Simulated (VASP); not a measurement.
# CaF2 (Fm-3m) in VASP: a series of runs

CaF2 is run at these levels: PBE; tasks: single point.

All numbers are computed with VASP 6.6.1; they aren't measurements. Logs are shortened: lines on timing, memory, paths and dates and some standing lists are left out, and cuts for length are marked.

## Step 1: The cell of the first run

Symmetry: Fm-3m, No. 225, cubic system. Conventional cell: a = 5.222 Å, b = 5.222 Å, c = 5.222 Å, α = 90.00°, β = 90.00°, γ = 90.00°. Within 3.0 Å of Ca (site symmetry m-3m) lie 8 F at 2.26 Å. Within 3.0 Å of F (site symmetry -43m) lie 4 Ca at 2.26 Å and 6 F at 2.61 Å.

## Step 2: Single point, PBE (strain -4.0%)

INCAR

```
SYSTEM = CaF2
PREC = Accurate ; ENCUT = 600
EDIFF = 1E-6 ; ISMEAR = 0
SIGMA = 0.01 ; LREAL = .FALSE.
LASPH = .TRUE. ; NELM = 120
ALGO = Normal ; ISIF = 2
LWAVE = .FALSE. ; LCHARG = .FALSE.
GGA = PE ; NBANDS = 19
GGA_COMPAT = .FALSE.
```

KPOINTS

```
Automatic mesh
0
G
  4 4 4
  0 0 0
```

POSCAR

```
CaF2
1.0
    0.0000000000      2.6108092549      2.6108092549
    2.6108092549      0.0000000000      2.6108092549
    2.6108092549      2.6108092549      0.0000000000
Ca F
1 2
Direct
    0.0000000000      0.0000000000      0.0000000000
    0.2500000000      0.2500000000      0.2500000000
    0.7500000000      0.7500000000      0.7500000000
```

Potentials or basis: VASP PAW PBE potentials, release 64 (Ca_sv, F).

On the command line:

```console
cat potpaw_PBE.64/Ca_sv/POTCAR potpaw_PBE.64/F/POTCAR > POTCAR
mpirun -np 1 vasp_std > vasp.out
```

OUTCAR:

```text
SYSTEM = CaF2
   PREC = Accurate
   ENCUT = 600
   EDIFF = 1E-6
   ISMEAR = 0
   LREAL = .FALSE.
   LASPH = .TRUE.
   NELM = 120
   ISIF = 2
   GGA = PE

 ion  position               nearest neighbor table
   1  0.000  0.000  0.000-   2 2.26   3 2.26   3 2.26   3 2.26   3 2.26   2 2.26   2 2.26   2 2.26

   2  0.250  0.250  0.250-   1 2.26   1 2.26   1 2.26   1 2.26
   3  0.750  0.750  0.750-   1 2.26   1 2.26   1 2.26   1 2.26

  LATTYP: Found a face centered cubic cell.
 ALAT       =     5.2216185098

  Lattice vectors:

 A1 = (   0.0000000000,   2.6108092549,   2.6108092549)
 A2 = (   2.6108092549,   0.0000000000,   2.6108092549)
 A3 = (   2.6108092549,   2.6108092549,   0.0000000000)

Analysis of symmetry for initial positions (statically):
=====================================================================
 Subroutine PRICEL returns:
 Original cell was already a primitive cell.

 Routine SETGRP: Setting up the symmetry group for a
 face centered cubic supercell.

 Subroutine GETGRP returns: Found 48 space group operations
 (whereof 48 operations were pure point group operations)
 out of a pool of 48 trial point group operations.

The static configuration has the point symmetry O_h .

Analysis of symmetry for dynamics (positions and initial velocities):
=====================================================================
 Subroutine PRICEL returns:
 Original cell was already a primitive cell.

 Routine SETGRP: Setting up the symmetry group for a
 face centered cubic supercell.

 Subroutine GETGRP returns: Found 48 space group operations
 (whereof 48 operations were pure point group operations)
 out of a pool of 48 trial point group operations.

The dynamic configuration has the point symmetry O_h .

 Subroutine INISYM returns: Found 48 space group operations
 (whereof 48 operations are pure point group operations),
 and found     1 'primitive' translations

----------------------------------------------------------------------------------------

                                     Primitive cell

  volume of cell :      35.5922

  direct lattice vectors                    reciprocal lattice vectors
     0.000000000  2.610809255  2.610809255    -0.191511501  0.191511501  0.191511501
[... 67 lines left out ...]
   LSORBIT =      F    spin-orbit coupling
   LASPH  =      T    aspherical Exc in radial PAW
   ENCUT  =  600.0 eV  44.10 Ry    6.64 a.u.   7.37  7.37  7.37*2*pi/ulx,y,z
   NELM   =    120;   NELMIN=  2; NELMDL= -5     # of ELM steps
   EDIFF  = 0.1E-05   stopping-criterion for ELM
   LREAL  =      F    real-space projection
   EDIFFG = 0.1E-04   stopping-criterion for IOM
   NSW    =      0    number of steps for IOM
   IBRION =     -1    ionic relax: 0-MD 1-quasi-New 2-CG
   NFREE  =      0    steps in history (QN), initial steepest desc. (CG)
   ISIF   =      2    stress and relaxation
   ISYM   =      2    0-nonsym 1-usesym 2-fastsym
   POTIM  = 0.5000    time-step for ionic-motion
   TEBEG  =    0.0;   TEEND  =   0.0 temperature during run
   PSTRESS=    0.0 pullay stress
   NELECT =      24.0000    total number of electrons
   NUPDOWN=      -1.0000    fix difference up-down
   EMIN   =  10.00;   EMAX   =-10.00  energy-range for DOS
   EFERMI =   0.00;   METHOD = LEGACY
   ISMEAR =     0;   SIGMA  =   0.01  broadening in eV -4-tet -1-fermi 0-gaus
   EFERMI_NEDOS =   21; number of points for ismear=-14 and -15
   IALGO  =     38    algorithm
   IMIX   =      4    mixing-type and parameters
     AMIX     =   0.40;   BMIX     =  1.00
     AMIX_MAG =   1.60;   BMIX_MAG =  1.00
  volume/ion in A,a.u.               =      11.86        80.06
  Fermi-wavevector in a.u.,A,eV,Ry     =   1.435578  2.712849 28.040029  2.060884
  Thomas-Fermi vector in A             =   2.554861
   LORBIT       =      0    0 simple, 1 ext, 2 COOP (PROOUT), +10 PAW based schemes
   GGA     = PE    functional components
   LHFCALC =     F    Hartree Fock is set to
   AEXX    =    0.0000 exact exchange contribution
   IVDW    =     0    specifies the selected vdW correction
   LEPSILON=     F    determine dielectric tensor
   LRPA    =     F    only Hartree local field effects (RPA)
 non-spin polarized calculation
 Gauss-broadening in eV      SIGMA  =   0.01
  energy-cutoff  :      600.00
  volume of cell :       35.59
 maximum number of plane-waves:      1243
 NGX is ok and might be reduce to    30
   NGX = 15   NGY = 15   NGZ = 15

 number of electron      24.0000019 magnetization

 Free energy of the ion-electron system (eV)
  ---------------------------------------------------
  ext. energy  EPLUGINS =         0.00000000
  ---------------------------------------------------
  free energy    TOTEN  =       -17.01218351 eV

  energy without entropy =      -17.01218351  energy(sigma->0) =      -17.01218351

 E-fermi :  -0.1037     XC(G=0): -10.3220

 val. band max:       -0.1828382667   @ k =   0.5000   0.5000   0.0000
 cond. band min:       7.9366527693   @ k =   0.0000   0.0000   0.0000
 fundamental gap:      8.1194910359
 Fermi energy:        -0.1037263197

 k-point     1 :       0.0000    0.0000    0.0000
  band No.  band energies     occupation
      1     -35.5937      2.00000
      2     -20.4678      2.00000
      3     -19.4787      2.00000
      4     -16.5206      2.00000
      5     -16.5206      2.00000
      6     -16.5206      2.00000
[... 153 lines left out ...]
      6     -16.0863      2.00000
[... 11 lines left out ...]
     18      15.3200      0.00000
     19      17.0705      0.00000

------------------------ aborting loop because EDIFF is reached ----------------------------------------

  FORCE on cell =-STRESS in cart. coord.  units (eV):
  Direction    XX          YY          ZZ          XY          YZ          ZX
  --------------------------------------------------------------------------------------
  -------------------------------------------------------------------------------------
  Total        4.1360330      4.1360330      4.1360330     -0.0000000      0.0000000     -0.0000000
  in kB      186.1826275    186.1826275    186.1826275     -0.0000000      0.0000000     -0.0000000
  external PRESSURE =     186.1826275 kB  Pullay stress =       0.0000000 kB

 VOLUME and BASIS-vectors are now :
 -----------------------------------------------------------------------------
  energy-cutoff  :      600.00
  volume of cell :       35.59
      direct lattice vectors                 reciprocal lattice vectors
     0.000000000  2.610809255  2.610809255    -0.191511501  0.191511501  0.191511501
     2.610809255  0.000000000  2.610809255     0.191511501 -0.191511501  0.191511501
     2.610809255  2.610809255  0.000000000     0.191511501  0.191511501 -0.191511501

 POSITION                                       TOTAL-FORCE (eV/Angst)
 -----------------------------------------------------------------------------------
      0.00000      0.00000      0.00000         0.000000      0.000000     -0.000000
      1.30540      1.30540      1.30540         0.000000      0.000000      0.000000
      3.91621      3.91621      3.91621        -0.000000     -0.000000     -0.000000
 -----------------------------------------------------------------------------------
    total drift:                                0.000000     -0.000000      0.000000

  FREE ENERGIE OF THE ION-ELECTRON SYSTEM (eV)
  ---------------------------------------------------
  free  energy   TOTEN  =       -17.0121835080 eV

  energy  without entropy=      -17.0121835080  energy(sigma->0) =      -17.01218351
```

OSZICAR:

```text
N       E                     dE             d eps       ncg     rms          rms(c)
DAV:   1     0.240401351411E+03    0.24040E+03   -0.15506E+04   304   0.149E+03
DAV:   2    -0.424117816019E+01   -0.24464E+03   -0.23906E+03   355   0.379E+02
DAV:   3    -0.178597352835E+02   -0.13619E+02   -0.13538E+02   334   0.945E+01
DAV:   4    -0.183186914653E+02   -0.45896E+00   -0.45775E+00   468   0.131E+01
DAV:   5    -0.183229576770E+02   -0.42662E-02   -0.42661E-02   334   0.143E+00    0.799E+00
DAV:   6    -0.169986993606E+02    0.13243E+01   -0.50888E+00   325   0.165E+01    0.284E+00
DAV:   7    -0.169932695992E+02    0.54298E-02   -0.12832E-01   354   0.351E+00    0.167E+00
DAV:   8    -0.170099610937E+02   -0.16691E-01   -0.37921E-02   327   0.216E+00    0.221E-01
DAV:   9    -0.170114902340E+02   -0.15291E-02   -0.62788E-03   369   0.696E-01    0.119E-01
DAV:  10    -0.170120925182E+02   -0.60228E-03   -0.93227E-04   321   0.249E-01    0.212E-02
DAV:  11    -0.170121805530E+02   -0.88035E-04   -0.10699E-04   342   0.776E-02    0.817E-03
DAV:  12    -0.170121833409E+02   -0.27879E-05   -0.67458E-06   424   0.254E-02    0.276E-03
DAV:  13    -0.170121835080E+02   -0.16714E-06   -0.16483E-06   299   0.116E-02
   1 F= -.17012184E+02 E0= -.17012184E+02  d E =-.174252E-30
```

stdout:

```text
POSCAR found type information on POSCAR CaF
 POSCAR found :  2 types and       3 ions
 scaLAPACK will be used
 LDA part: xc-table for (Slater+PW92), standard interpolation
 POSCAR, INCAR and KPOINTS ok, starting setup
 FFT: planning ... GRIDC
 FFT: planning ... GRID_SOFT
 FFT: planning ... GRID
 WAVECAR not read
 entering main loop
```

Run time: 11 s. Hardware: 1 thread of Intel Xeon 6975P-C, shared host; peak memory 0.17 GiB.

What came out:

```
Free energy            : -17.0122 eV
Pressure               : 18.6 GPa
Band gap on the k mesh : 8.12 eV, indirect (least direct gap 8.40 eV)
```

Caveat: the k points lie up to 0.52 Å⁻¹ apart; the cell differs from its parent crystal (strain -4.0%). A k mesh can miss the band edges.

## Step 3: Single point, PBE (strain -3.0%)

INCAR

```
ALGO     = Normal         # electronic algorithm
EDIFF    = 1E-6           # SCF threshold, eV
ENCUT    = 600            # plane-wave cutoff, eV
GGA      = PE             # functional
GGA_COMPAT= F            
ISIF     = 2              # what is computed and relaxed
ISMEAR   = 0              # smearing method
LASPH    = T              # aspherical terms in the spheres
LCHARG   = F              # write CHGCAR
LREAL    = F              # projectors in reciprocal space
LWAVE    = F              # write WAVECAR
NBANDS   = 19             # bands
NELM     = 120            # most SCF steps
PREC     = Accurate       # precision mode
SIGMA    = 0.01           # smearing width, eV
```

KPOINTS

```
k-points
0
Gamma
  4 4 4
```

POSCAR

```
CaF2
1.0
    0.0000000000      2.6380051846      2.6380051846
    2.6380051846      0.0000000000      2.6380051846
    2.6380051846      2.6380051846      0.0000000000
Ca F
1 2
Direct
    0.0000000000      0.0000000000      0.0000000000
    0.2500000000      0.2500000000      0.2500000000
    0.7500000000      0.7500000000      0.7500000000
```

Potentials or basis: VASP PAW PBE potentials, release 64 (Ca_sv, F).

On the command line:

```console
cat potpaw_PBE.64/Ca_sv/POTCAR potpaw_PBE.64/F/POTCAR > POTCAR
mpirun -np 1 vasp_std > vasp.out
```

Wall time 9.2 s (1 thread of Intel Xeon 6975P-C, shared host); peak memory 0.17 GiB.

The run converged. Its results:

| Quantity | Value |
| --- | --- |
| Free energy | -17.1292 eV |
| Pressure | 14.0 GPa |
| Band gap on the k mesh | 7.92 eV, indirect (least direct gap 8.19 eV) |

Levels at points of the mesh, in eV from the valence-band top:
```csv
k point,band 10,band 11,band 12,band 13,band 14,band 15
"(0.00, 0.00, 0.00)",-0.27,-0.27,-0.27,7.92,9.56,9.56
"(0.50, 0.00, 0.00)",-1.36,-0.90,-0.90,9.84,9.84,10.44
"(0.50, 0.50, 0.00)",-0.43,-0.43,0.00,8.40,10.13,10.65
```

Caveat: the k points lie up to 0.52 Å⁻¹ apart; the cell differs from its parent crystal (strain -3.0%).
